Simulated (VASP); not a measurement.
# Cd2S (Pn-3m) in VASP: a series of runs

The runs below take Cd2S through single point, relaxation of cell and atoms, with PBE.

Program: VASP 6.6.1. These are calculated values, not measurements. Logs are shortened: lines on timing, memory, paths and dates and some standing lists are left out, and cuts for length are marked.

### Step 1. The cell of the first run

Symmetry: Pn-3m, No. 224, cubic system. Conventional cell: a = 5.933 Å, b = 5.933 Å, c = 5.933 Å, α = 90.00°, β = 90.00°, γ = 90.00°. Cd (site symmetry -3m) has 2 S at 2.57 Å within 3.4 Å. S (site symmetry -43m) has 4 Cd at 2.57 Å within 3.4 Å.

The cell was built from a structure type or drawn by symmetry, and may not be a known phase.

### Step 2. Single point, PBE

INCAR

```
PREC = Accurate ; ENCUT = 520
EDIFF = 1E-6 ; ISMEAR = 0
SIGMA = 0.1 ; LREAL = False
LASPH = True ; NELM = 80
ALGO = Normal ; ISIF = 2
LWAVE = False ; LCHARG = False
GGA = PE ; NBANDS = 39
```

KPOINTS

```
Automatic mesh
0
Gamma
  6 6 6
```

POSCAR

```
Cd2S
1.0
    5.9326905198      0.0000000000      0.0000000000
    0.0000000000      5.9326905198      0.0000000000
    0.0000000000      0.0000000000      5.9326905198
Cd S
4 2
Direct
    0.2500000000      0.2500000000      0.2500000000
    0.7500000000      0.7500000000      0.2500000000
    0.7500000000      0.2500000000      0.7500000000
    0.2500000000      0.7500000000      0.7500000000
    0.0000000000      0.0000000000      0.0000000000
    0.5000000000      0.5000000000      0.5000000000
```

Potentials or basis: VASP PAW PBE potentials, release 64 (Cd, S).

Run with:

```sh
> cat potpaw_PBE.64/Cd/POTCAR potpaw_PBE.64/S/POTCAR > POTCAR
> mpirun -np 1 vasp_std > vasp.out
```

OUTCAR:

```text
PREC = Accurate
   ENCUT = 520
   EDIFF = 1E-6
   ISMEAR = 0
   LREAL = False
   LASPH = True
   NELM = 80
   ISIF = 2
   GGA = PE

 ion  position               nearest neighbor table
   1  0.250  0.250  0.250-   5 2.57   6 2.57
   2  0.750  0.750  0.250-   5 2.57   6 2.57
   3  0.750  0.250  0.750-   5 2.57   6 2.57
   4  0.250  0.750  0.750-   5 2.57   6 2.57
   5  0.000  0.000  0.000-   1 2.57   2 2.57   3 2.57   4 2.57
   6  0.500  0.500  0.500-   1 2.57   2 2.57   3 2.57   4 2.57

  LATTYP: Found a simple cubic cell.
 ALAT       =     5.9326905198

  Lattice vectors:

 A1 = (   5.9326905198,   0.0000000000,   0.0000000000)
 A2 = (   0.0000000000,   5.9326905198,   0.0000000000)
 A3 = (   0.0000000000,   0.0000000000,   5.9326905198)

Analysis of symmetry for initial positions (statically):
=====================================================================
 Subroutine PRICEL returns:
 Original cell was already a primitive cell.

 Routine SETGRP: Setting up the symmetry group for a
 simple cubic supercell.

 Subroutine GETGRP returns: Found 48 space group operations
 (whereof 24 operations were pure point group operations)
 out of a pool of 48 trial point group operations.

The static configuration has the point symmetry T_d .
 The point group associated with its full space group is O_h .

Analysis of symmetry for dynamics (positions and initial velocities):
=====================================================================
 Subroutine PRICEL returns:
 Original cell was already a primitive cell.

 Routine SETGRP: Setting up the symmetry group for a
 simple cubic supercell.

 Subroutine GETGRP returns: Found 48 space group operations
 (whereof 24 operations were pure point group operations)
 out of a pool of 48 trial point group operations.

The dynamic configuration has the point symmetry T_d .
 The point group associated with its full space group is O_h .

 Subroutine INISYM returns: Found 48 space group operations
 (whereof 24 operations are pure point group operations),
 and found     1 'primitive' translations

----------------------------------------------------------------------------------------

                                     Primitive cell

  volume of cell :     208.8118

  direct lattice vectors                    reciprocal lattice vectors
     5.932690520  0.000000000  0.000000000     0.168557587  0.000000000  0.000000000
     0.000000000  5.932690520  0.000000000     0.000000000  0.168557587  0.000000000
     0.000000000  0.000000000  5.932690520     0.000000000  0.000000000  0.168557587

  length of vectors
     5.932690520  5.932690520  5.932690520     0.168557587  0.168557587  0.168557587

  position of ions in fractional coordinates (direct lattice)
     0.250000000  0.250000000  0.250000000
     0.750000000  0.750000000  0.250000000
     0.750000000  0.250000000  0.750000000
     0.250000000  0.750000000  0.750000000
     0.000000000  0.000000000  0.000000000
     0.500000000  0.500000000  0.500000000

  ion indices of the primitive-cell ions
   primitive index   ion index
                 1           1
                 2           2
                 3           3
                 4           4
                 5           5
                 6           6

----------------------------------------------------------------------------------------

 KPOINTS: Automatic mesh

Automatic generation of k-mesh.
 Grid dimensions read from file:
 generate k-points for:    6    6    6

 Generating k-lattice:

  Cartesian coordinates                     Fractional coordinates (reciprocal lattice)
     0.028092931  0.000000000  0.000000000     0.166666667  0.000000000  0.000000000
     0.000000000  0.028092931  0.000000000     0.000000000  0.166666667  0.000000000
     0.000000000  0.000000000  0.028092931     0.000000000  0.000000000  0.166666667

  Length of vectors
     0.028092931  0.028092931  0.028092931

  Shift w.r.t. Gamma in fractional coordinates (k-lattice)
     0.000000000  0.000000000  0.000000000

 Subroutine IBZKPT returns following result:
 ===========================================

 Found     20 irreducible k-points:

 Following reciprocal coordinates:
            Coordinates               Weight
  0.000000  0.000000  0.000000      1.000000
  0.166667  0.000000  0.000000      6.000000
  0.333333  0.000000  0.000000      6.000000
  0.500000  0.000000  0.000000      3.000000
  0.166667  0.166667  0.000000     12.000000
  0.333333  0.166667  0.000000     24.000000
[... 12 lines left out ...]
  0.500000  0.500000  0.333333      6.000000
  0.500000  0.500000  0.500000      1.000000
   k-points           NKPTS =     20   k-points in BZ     NKDIM =     20   number of bands    NBANDS=     39
   number of dos      NEDOS =    301   number of ions     NIONS =      6
   total plane-waves  NPLWV = 110592
   dimension x,y,z NGX =    48 NGY =   48 NGZ =   48
   dimension x,y,z NGXF=    96 NGYF=   96 NGZF=   96
   ions per type =               4   2
   NGX,Y,Z   is equivalent  to a cutoff of  13.45, 13.45, 13.45 a.u.
   NGXF,Y,Z  is equivalent  to a cutoff of  26.90, 26.90, 26.90 a.u.
 SYSTEM =  unknown system
   PREC   = accura    normal or accurate (medium, high low for compatibility)
   ISTART =      0    job   : 0-new  1-cont  2-samecut
   ICHARG =      2    charge: 1-file 2-atom 10-const
   ISPIN  =      1    spin polarized calculation?
   LNONCOLLINEAR =      F non collinear calculations
   LSORBIT =      F    spin-orbit coupling
   LASPH  =      T    aspherical Exc in radial PAW
   ENCUT  =  520.0 eV  38.22 Ry    6.18 a.u.  11.03 11.03 11.03*2*pi/ulx,y,z
   NELM   =     80;   NELMIN=  2; NELMDL= -5     # of ELM steps
   EDIFF  = 0.1E-05   stopping-criterion for ELM
   LREAL  =      F    real-space projection
   EDIFFG = 0.1E-04   stopping-criterion for IOM
   NSW    =      0    number of steps for IOM
   IBRION =     -1    ionic relax: 0-MD 1-quasi-New 2-CG
   NFREE  =      0    steps in history (QN), initial steepest desc. (CG)
   ISIF   =      2    stress and relaxation
   ISYM   =      2    0-nonsym 1-usesym 2-fastsym
   POTIM  = 0.5000    time-step for ionic-motion
   TEBEG  =    0.0;   TEEND  =   0.0 temperature during run
   PSTRESS=    0.0 pullay stress
   NELECT =      60.0000    total number of electrons
   NUPDOWN=      -1.0000    fix difference up-down
   EMIN   =  10.00;   EMAX   =-10.00  energy-range for DOS
   EFERMI =   0.00;   METHOD = LEGACY
   ISMEAR =     0;   SIGMA  =   0.10  broadening in eV -4-tet -1-fermi 0-gaus
   EFERMI_NEDOS =   21; number of points for ismear=-14 and -15
   IALGO  =     38    algorithm
   IMIX   =      4    mixing-type and parameters
     AMIX     =   0.40;   BMIX     =  1.00
     AMIX_MAG =   1.60;   BMIX_MAG =  1.00
  volume/ion in A,a.u.               =      34.80       234.86
  Fermi-wavevector in a.u.,A,eV,Ry     =   1.080290  2.041451 15.878349  1.167026
  Thomas-Fermi vector in A             =   2.216277
   LORBIT       =      0    0 simple, 1 ext, 2 COOP (PROOUT), +10 PAW based schemes
   GGA     = PE    functional components
   LHFCALC =     F    Hartree Fock is set to
   AEXX    =    0.0000 exact exchange contribution
   IVDW    =     0    specifies the selected vdW correction
   LEPSILON=     F    determine dielectric tensor
   LRPA    =     F    only Hartree local field effects (RPA)
 non-spin polarized calculation
 Gauss-broadening in eV      SIGMA  =   0.10
  energy-cutoff  :      520.00
  volume of cell :      208.81
 maximum number of plane-waves:      5668
 NGX is ok and might be reduce to    48
   NGX = 23   NGY = 23   NGZ = 23

 number of electron      60.0000034 magnetization

 Free energy of the ion-electron system (eV)
  ---------------------------------------------------
  ext. energy  EPLUGINS =         0.00000000
  ---------------------------------------------------
  free energy    TOTEN  =        -9.96059999 eV

  energy without entropy =       -9.95204879  energy(sigma->0) =       -9.95632439

 E-fermi :   1.3676     XC(G=0):  -8.0645

 val. band max:        1.2919965337   @ k =   0.5000   0.5000   0.5000
 cond. band min:       1.3712011173   @ k =   0.1667   0.1667   0.0000
 fundamental gap:      0.0792045836
 Fermi energy:         1.3676448399

 k-point     1 :       0.0000    0.0000    0.0000
  band No.  band energies     occupation
      1     -12.9353      2.00000
      2     -12.3501      2.00000
      3      -8.3027      2.00000
      4      -8.3027      2.00000
      5      -8.3027      2.00000
      6      -7.9568      2.00000
[... 31 lines left out ...]
     38       6.1166      0.00000
     39       6.3886      0.00000

 k-point     2 :       0.1667    0.0000    0.0000
  band No.  band energies     occupation
      1     -12.9011      2.00000
      2     -12.3959      2.00000
      3      -8.2884      2.00000
      4      -8.2884      2.00000
      5      -8.2337      2.00000
      6      -7.9525      2.00000
[... 31 lines left out ...]
     38       5.6866      0.00000
     39       6.1072      0.00000

 k-point     3 :       0.3333    0.0000    0.0000
  band No.  band energies     occupation
      1     -12.8049      2.00000
      2     -12.5150      2.00000
      3      -8.2562      2.00000
      4      -8.2562      2.00000
      5      -8.0737      2.00000
      6      -7.9444      2.00000
[... 31 lines left out ...]
     38       5.0836      0.00000
     39       5.6923      0.00000

 k-point     4 :       0.5000    0.0000    0.0000
  band No.  band energies     occupation
      1     -12.6655      2.00000
      2     -12.6655      2.00000
      3      -8.2375      2.00000
      4      -8.2375      2.00000
      5      -7.9616      2.00000
      6      -7.9616      2.00000
[... 31 lines left out ...]
     38       4.1099      0.00000
     39       6.1579      0.00000
[... 586 lines left out ...]
     38       5.6738      0.00000
     39       5.9909      0.00000

 k-point    19 :       0.5000    0.5000    0.3333
  band No.  band energies     occupation
      1     -12.8617      2.00000
      2     -12.4185      2.00000
      3      -8.2819      2.00000
      4      -8.2819      2.00000
      5      -8.2282      2.00000
      6      -7.9028      2.00000
[... 31 lines left out ...]
     38       5.7330      0.00000
     39       6.1406      0.00000

 k-point    20 :       0.5000    0.5000    0.5000
  band No.  band energies     occupation
      1     -12.8902      2.00000
      2     -12.3764      2.00000
      3      -8.2934      2.00000
      4      -8.2934      2.00000
      5      -8.2934      2.00000
      6      -7.9033      2.00000
[... 31 lines left out ...]
     38       5.7144      0.00000
     39       6.8913      0.00000

------------------------ aborting loop because EDIFF is reached ----------------------------------------

  FORCE on cell =-STRESS in cart. coord.  units (eV):
  Direction    XX          YY          ZZ          XY          YZ          ZX
  --------------------------------------------------------------------------------------
  -------------------------------------------------------------------------------------
  Total        0.2250053      0.2250053      0.2250053     -0.0000000      0.0000000     -0.0000000
  in kB        1.7264274      1.7264274      1.7264274     -0.0000000      0.0000000     -0.0000000
  external PRESSURE =       1.7264274 kB  Pullay stress =       0.0000000 kB

 VOLUME and BASIS-vectors are now :
 -----------------------------------------------------------------------------
  energy-cutoff  :      520.00
  volume of cell :      208.81
      direct lattice vectors                 reciprocal lattice vectors
     5.932690520  0.000000000  0.000000000     0.168557587  0.000000000  0.000000000
     0.000000000  5.932690520  0.000000000     0.000000000  0.168557587  0.000000000
     0.000000000  0.000000000  5.932690520     0.000000000  0.000000000  0.168557587

 POSITION                                       TOTAL-FORCE (eV/Angst)
 -----------------------------------------------------------------------------------
      1.48317      1.48317      1.48317         0.000000     -0.000000     -0.000000
      4.44952      4.44952      1.48317        -0.000000      0.000000      0.000000
      4.44952      1.48317      4.44952         0.000000      0.000000      0.000000
      1.48317      4.44952      4.44952        -0.000000     -0.000000     -0.000000
      0.00000      0.00000      0.00000         0.000000     -0.000000      0.000000
      2.96635      2.96635      2.96635         0.000000     -0.000000      0.000000
 -----------------------------------------------------------------------------------
    total drift:                               -0.000000     -0.000000      0.000000

  FREE ENERGIE OF THE ION-ELECTRON SYSTEM (eV)
  ---------------------------------------------------
  free  energy   TOTEN  =        -9.9605999889 eV

  energy  without entropy=       -9.9520487858  energy(sigma->0) =       -9.95632439
```

Wall time 68 s (1 thread of Intel Xeon 6975P-C (Granite Rapids), shared host); peak memory 0.39 GiB.

What came out:

```yaml
Free_energy: -9.9606 eV
Pressure: 0.2 GPa
Band_gap_on_the_k_mesh: zero (bands 30 and 31 overlap by 0.97 eV)
```

Levels at points of the mesh, in eV from the Fermi level:
| k point | band 26 | band 27 | band 28 | band 29 | band 30 | band 31 | band 32 | band 33 | band 34 | band 35 |
| --- | --- | --- | --- | --- | --- | --- | --- | --- | --- | --- |
| (0.00, 0.00, 0.00) | -4.23 | -4.23 | -4.23 | -3.26 | -0.48 | -0.48 | 1.41 | 1.41 | 1.41 | 3.32 |
| (0.50, 0.00, 0.00) | -4.64 | -4.15 | -4.15 | -0.85 | -0.85 | 0.75 | 0.75 | 0.76 | 0.76 | 2.45 |
| (0.50, 0.50, 0.00) | -4.42 | -4.05 | -4.05 | -1.32 | -1.32 | 0.45 | 0.45 | 1.28 | 1.28 | 3.14 |
| (0.50, 0.50, 0.50) | -4.62 | -4.62 | -4.62 | -0.08 | 0.49 | 0.49 | 0.49 | 0.53 | 0.53 | 0.53 |

### Step 3. Relaxation of cell and atoms, PBE

This run uses another cell than the first one, of 29.42 Å³/atom.

INCAR

```
SYSTEM = Cd2S
  PREC = Accurate
  ENCUT = 600
  EDIFF = 1E-6
  ISMEAR = 0
  SIGMA = 0.1
  LREAL = .False.
  LASPH = .True.
  NELM = 100
  ALGO = Normal
  ISIF = 3
  LWAVE = .False.
  LCHARG = .False.
  GGA = PE
  IBRION = 2
  NSW = 90
  EDIFFG = -0.04
```

KPOINTS

```
Automatic mesh
0
Gamma
  4 4 4
  0 0 0
```

POSCAR, as its differences from that of step 2:

```diff
@@ -2,5 +2,5 @@
 1.0
-    5.9326905198      0.0000000000      0.0000000000
-    0.0000000000      5.9326905198      0.0000000000
-    0.0000000000      0.0000000000      5.9326905198
+    5.6096773800      0.0000000000      0.0000000000
+    0.0000000000      5.6096773800      0.0000000000
+    0.0000000000      0.0000000000      5.6096773800
 Cd S
```

Potentials or basis: VASP PAW PBE potentials, release 64 (Cd, S).

Run with:

```sh
> cat potpaw_PBE.64/Cd/POTCAR potpaw_PBE.64/S/POTCAR > POTCAR
> mpirun -np 1 vasp_std > vasp.out
```

It took 83 s on 1 thread of Intel Xeon 6975P-C (Granite Rapids), shared host; peak memory 0.36 GiB.

The run converged. Its results:

```yaml
Free_energy: -9.9594 eV
Relaxed_volume: 35.16 Å³/atom
Relaxed_cell: a = 5.953 Å, b = 5.953 Å, c = 5.953 Å, α = 90.00°, β = 90.00°, γ = 90.00°
Space_group_after_relaxing_to_0.1_Å: Pn-3m (No. 224)
Energy_gained_by_relaxing: 75.6 meV/atom
Ionic_steps: 3
Pressure_after_relaxing: -0.1 GPa
Band_gap_on_the_k_mesh: zero (bands 30 and 31 overlap by 0.91 eV)
```

The path:
```csv
step,energy change (eV),largest force (eV/Å),pressure (GPa),volume (Å³)
1,0.0000,0.0000,5.34,176.53
2,-0.4396,0.0000,0.68,202.77
3,-0.4539,0.0000,-0.06,210.94
```

Final structure:
```cif
data_structure
_symmetry_space_group_name_H-M 'P 1'
_symmetry_Int_Tables_number 1
_cell_length_a 5.9528
_cell_length_b 5.9528
_cell_length_c 5.9528
_cell_angle_alpha 90.000
_cell_angle_beta 90.000
_cell_angle_gamma 90.000
_cell_volume 210.94
loop_
_atom_site_label
_atom_site_type_symbol
_atom_site_fract_x
_atom_site_fract_y
_atom_site_fract_z
_atom_site_occupancy
Cd1 Cd 0.25000 0.25000 0.25000 1
Cd2 Cd 0.75000 0.75000 0.25000 1
Cd3 Cd 0.75000 0.25000 0.75000 1
Cd4 Cd 0.25000 0.75000 0.75000 1
S1 S 0.00000 0.00000 0.00000 1
S2 S 0.50000 0.50000 0.50000 1
```

Levels at points of the mesh, in eV from the Fermi level:
| k point | band 26 | band 27 | band 28 | band 29 | band 30 | band 31 | band 32 | band 33 | band 34 | band 35 |
| --- | --- | --- | --- | --- | --- | --- | --- | --- | --- | --- |
| (0.00, 0.00, 0.00) | -4.14 | -4.14 | -4.14 | -3.19 | -0.38 | -0.38 | 1.43 | 1.43 | 1.43 | 3.38 |
| (0.50, 0.00, 0.00) | -4.56 | -4.06 | -4.06 | -0.81 | -0.81 | 0.80 | 0.80 | 0.83 | 0.83 | 2.51 |
| (0.50, 0.50, 0.00) | -4.33 | -3.97 | -3.97 | -1.25 | -1.25 | 0.49 | 0.49 | 1.34 | 1.34 | 3.20 |
| (0.50, 0.50, 0.50) | -4.52 | -4.52 | -4.52 | -0.06 | 0.53 | 0.53 | 0.53 | 0.61 | 0.61 | 0.61 |

Caveat: the volume moved by over 15 % at a fixed basis, so the end points are rough.

### Step 4. Relaxation of cell and atoms, PBE

This run uses another cell than the first one, of 34.04 Å³/atom.

INCAR

```
SYSTEM = Cd2S
  PREC = Accurate
  ENCUT = 600
  EDIFF = 1E-7
  ISMEAR = 0
  SIGMA = 0.1
  LREAL = .FALSE.
  LASPH = .TRUE.
  NELM = 80
  ALGO = Normal
  ISIF = 3
  LWAVE = .FALSE.
  LCHARG = .FALSE.
  GGA = PE
  IBRION = 2
  NSW = 100
  EDIFFG = -0.01
```

KPOINTS

```
regular mesh
0
G
  6 6 6
  0 0 0
```

POSCAR, as its differences from that of step 3:

```diff
@@ -2,5 +2,5 @@
 1.0
-    5.6096773800      0.0000000000      0.0000000000
-    0.0000000000      5.6096773800      0.0000000000
-    0.0000000000      0.0000000000      5.6096773800
+    5.8891525890      0.0000000000      0.0000000000
+    0.0000000000      5.8891525890      0.0000000000
+    0.0000000000      0.0000000000      5.8891525890
 Cd S
```

Run with:

```sh
> cat potpaw_PBE.64/Cd/POTCAR potpaw_PBE.64/S/POTCAR > POTCAR
> mpirun -np 1 vasp_std > vasp.out
```

Wall time 2.8 min (1 thread of Intel Xeon 6975P-C (Granite Rapids), shared host); peak memory 0.42 GiB.

It converged, with:

| Quantity | Value |
| --- | --- |
| Free energy | -9.9587 eV |
| Relaxed volume | 35.05 Å³/atom |
| Relaxed cell | a = 5.947 Å, b = 5.947 Å, c = 5.947 Å, α = 90.00°, β = 90.00°, γ = 90.00° |
| Space group after relaxing (to 0.1 Å) | Pn-3m (No. 224) |
| Energy gained by relaxing | 1.8 meV/atom |
| Ionic steps | 3 |
| Pressure after relaxing | 0.0 GPa |
| Band gap on the k mesh | zero (bands 30 and 31 overlap by 0.93 eV) |

Step by step:
```
step  energy change (eV)  largest force (eV/Å)  pressure (GPa)  volume (Å³)
   1              0.0000                0.0000            0.57       204.25
   2             -0.0090                0.0000            0.22       207.86
   3             -0.0107                0.0000            0.00       210.29
```

Final structure:
```
Cd S
1.0
     5.94667    0.00000    0.00000
     0.00000    5.94667    0.00000
     0.00000    0.00000    5.94667
Cd S
4 2
Direct
  0.25000 0.25000 0.25000
  0.75000 0.75000 0.25000
  0.75000 0.25000 0.75000
  0.25000 0.75000 0.75000
  0.00000 0.00000 0.00000
  0.50000 0.50000 0.50000
```

Levels at points of the mesh, in eV from the Fermi level:
| k point | band 27 | band 28 | band 29 | band 30 | band 31 | band 32 | band 33 | band 34 |
| --- | --- | --- | --- | --- | --- | --- | --- | --- |
| (0.00, 0.00, 0.00) | -4.21 | -4.21 | -3.26 | -0.46 | -0.46 | 1.37 | 1.37 | 1.37 |
| (0.50, 0.00, 0.00) | -4.13 | -4.13 | -0.87 | -0.87 | 0.74 | 0.74 | 0.75 | 0.75 |
| (0.50, 0.50, 0.00) | -4.04 | -4.04 | -1.32 | -1.32 | 0.43 | 0.43 | 1.27 | 1.27 |
| (0.50, 0.50, 0.50) | -4.60 | -4.60 | -0.12 | 0.47 | 0.47 | 0.47 | 0.54 | 0.54 |

### Step 5. Summary

```tsv
task	cell	k mesh	cutoff (eV)	gap on the mesh (eV)	pressure (GPa)	relaxed volume (Å³/atom)
single point	a = 5.933 Å, 6 atoms	6 × 6 × 6	520	none	0.2	-
relaxation of cell and atoms	relaxed from a = 5.610 Å, 6 atoms	4 × 4 × 4	600	none	-0.1	35.16
relaxation of cell and atoms	relaxed from a = 5.889 Å, 6 atoms	6 × 6 × 6	600	none	0.0	35.05
```

Alike in all rows: level PBE; potentials or basis VASP PAW PBE potentials, release 64 (Cd, S); no spin polarisation; smearing gaussian 0.1 eV.

Caveats: the volume moved by over 15 % at a fixed basis, so the end points are rough (at least some runs).

Absolute energies hang on the potentials; compare differences alone.
